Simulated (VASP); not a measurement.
TiO2, 6 atoms in the cell. It takes space group P4_2/mnm (No. 136, tetragonal). Conventional cell: a = 4.597 Å, b = 4.597 Å, c = 3.013 Å, α = 90.00°, β = 90.00°, γ = 90.00°. Within 2.6 Å of Ti (site symmetry mmm) lie 6 O at 1.97 to 1.98 Å. Within 2.6 Å of O (site symmetry m2m) lie 3 Ti at 1.97 to 1.98 Å and 1 O at 2.53 Å.  This cell differs from its parent crystal: uniaxial z strain +2.0%.

- Program: VASP 6.6.1
- Task: single point
- Functional: PBE
- Potentials or basis: VASP PAW PBE potentials, release 64 (Ti_sv, O)
- Cutoff: 520 eV
- k mesh: 6 × 6 × 8
- Occupations: fermi-dirac, width 0.02 eV
- Spin: no spin polarisation
- Dipole correction: no
- Further INCAR settings: ALGO = Normal; EDIFF = 1e-06; NBANDS = 33

Potentials or basis: VASP PAW PBE potentials, release 64 (Ti_sv, O).

Run with:

```console
$ cat potpaw_PBE.64/Ti_sv/POTCAR potpaw_PBE.64/O/POTCAR > POTCAR
$ mpirun -np 1 vasp_std > vasp.out
```

Hardware: 1 thread of Intel(R) Xeon(R) 6975P-C (Granite Rapids) (shared host).

How long does it take, and how much memory?

Wall time 40 s on 1 thread of Intel(R) Xeon(R) 6975P-C (Granite Rapids) (shared host), peak memory 0.22 GiB. Counts: scf iterations 17, k points 50.
